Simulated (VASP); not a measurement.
A run of VASP 6.6.1 is set up as follows.

File INCAR:

```
SYSTEM = NbCu
PREC = Accurate ; ENCUT = 600
EDIFF = 1E-6 ; ISMEAR = -1
SIGMA = 0.05 ; LREAL = .FALSE.
LASPH = .TRUE. ; NELM = 60
ALGO = Normal ; ISIF = 3
LWAVE = .FALSE. ; LCHARG = .FALSE.
GGA = PS ; IBRION = 2
NSW = 60 ; EDIFFG = -0.01
PSTRESS = 200.0
```

KPOINTS

```
regular mesh
0
G
  9 9 9
  0 0 0
```

The input POSCAR:

```
NbCu
1.0
    0.0000000000      2.5622100000      2.5622100000
    2.5622100000      0.0000000000      2.5622100000
    2.5622100000      2.5622100000      0.0000000000
Nb Cu
1 1
Direct
    0.0000000000      0.0000000000      0.0000000000
    0.5000000000      0.5000000000      0.5000000000
```

Potentials or basis: VASP PAW PBE potentials, release 64 (Nb_sv, Cu).

Command:

```bash
$ cat potpaw_PBE.64/Nb_sv/POTCAR potpaw_PBE.64/Cu/POTCAR > POTCAR
$ mpirun -np 1 vasp_std > vasp.out
```

(1) Estimate the space group after relaxing (to 0.05 Å).

(2) Estimate the relaxed cell.

Results:

(1) Fm-3m (No. 225).

(2) a = 3.458 Å, b = 3.458 Å, c = 3.458 Å, α = 60.00°, β = 60.00°, γ = 60.00°.
